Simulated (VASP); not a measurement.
Set up this calculation in VASP 6.6.1, as the native input.

```
Task                   : single point
Functional             : LDA
Potentials or basis    : VASP PAW LDA potentials, release 64 (Ga_d, O_h)
Cutoff                 : 910 eV
k mesh                 : 6 × 6 × 6
Occupations            : gaussian, width 0.02 eV
Spin                   : no spin polarisation
Dipole correction      : no
Further INCAR settings : ALGO = Normal; EDIFF = 1e-06; NBANDS = 55
```

The structure of Ga2O3 lies in POSCAR:

```
Ga2O3
1.0
    2.4923292953      1.4389469896      4.4802196096
   -2.4923292953      1.4389469896      4.4802196096
    0.0000000000     -2.8778939791      4.4802196096
Ga O
4 6
Direct
    0.8556195641      0.8556195641      0.8556195641
    0.6443804359      0.6443804359      0.6443804359
    0.1443804359      0.1443804359      0.1443804359
    0.3556195641      0.3556195641      0.3556195641
    0.0527693602      0.4472306398      0.7500000000
    0.7500000000      0.0527693602      0.4472306398
    0.4472306398      0.7500000000      0.0527693602
    0.9472306398      0.5527693602      0.2500000000
    0.2500000000      0.9472306398      0.5527693602
    0.5527693602      0.2500000000      0.9472306398
```

This cell differs from its parent crystal: strained cell.

These files were run (other wordings do the same):

INCAR

```
PREC = Accurate ; ENCUT = 910
EDIFF = 1E-6 ; ISMEAR = 0
SIGMA = 0.02 ; LREAL = F
LASPH = T ; NELM = 120
ALGO = Normal ; ISIF = 2
LWAVE = F ; LCHARG = F
NBANDS = 55 ; GGA_COMPAT = F
```

KPOINTS

```
Automatic mesh
0
Gamma
  6 6 6
```

Potentials or basis: VASP PAW LDA potentials, release 64 (Ga_d, O_h).

The run is started by

```console
$ cat potpaw_LDA.64/Ga_d/POTCAR potpaw_LDA.64/O_h/POTCAR > POTCAR
$ mpirun -np 1 vasp_std > vasp.out
```

It gave:

- Pressure: -4.0 GPa
- Largest force: 0.020 eV/Å
- Band gap on the k mesh: 2.80 eV (least direct gap 3.06 eV)

Caveat: the cell differs from its parent crystal (strained cell); the cutoff is under 1.25 times the usual one of these potentials, so pressure, stress and relaxed cells hold a basis-set (Pulay) error; the cell stands under tension.

Run time: 8.9 min on 1 thread of AMD EPYC 7R43 64-Core Processor (Zen 3) (shared host), peak memory 0.44 GiB.
